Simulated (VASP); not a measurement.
A run of VASP 6.6.1 is set up as follows.

INCAR

```
PREC     = Accurate       # precision mode
ENCUT    = 520            # plane-wave cutoff, eV
EDIFF    = 1E-6           # SCF threshold, eV
ISMEAR   = -1             # smearing method
SIGMA    = 0.03           # smearing width, eV
LREAL    = F              # projectors in reciprocal space
LASPH    = T              # aspherical terms in the spheres
NELM     = 80             # most SCF steps
ALGO     = Normal         # electronic algorithm
ISIF     = 2              # what is computed and relaxed
LWAVE    = F              # write WAVECAR
LCHARG   = F              # write CHGCAR
GGA      = PS             # functional
NBANDS   = 10             # bands
```

File KPOINTS:

```
regular mesh
0
Gamma
  14 14 14
```

POSCAR

```
Os
1.0
    0.0000000000      1.9705950404      1.9705950404
    1.9705950404      0.0000000000      1.9705950404
    1.9705950404      1.9705950404      0.0000000000
Os
1
Direct
    0.0000000000      0.0000000000      0.0000000000
```

Potentials or basis: VASP PAW PBE potentials, release 64 (Os).

Command:

```bash
$ cat potpaw_PBE.64/Os/POTCAR > POTCAR
$ mpirun -np 1 vasp_std > vasp.out
```

Question: Estimate the band gap on the k mesh.

Answer: Zero (band 4 reaches 10.04 eV, above the bottom of band 5 at 6.70 eV).

Question: Estimate the pressure.

Answer: -31.8 GPa.

Caveat: the PAW data sets were made with another functional, which shifts forces and pressure a little; spin-orbit coupling is left out, which moves the levels of the heavy elements.
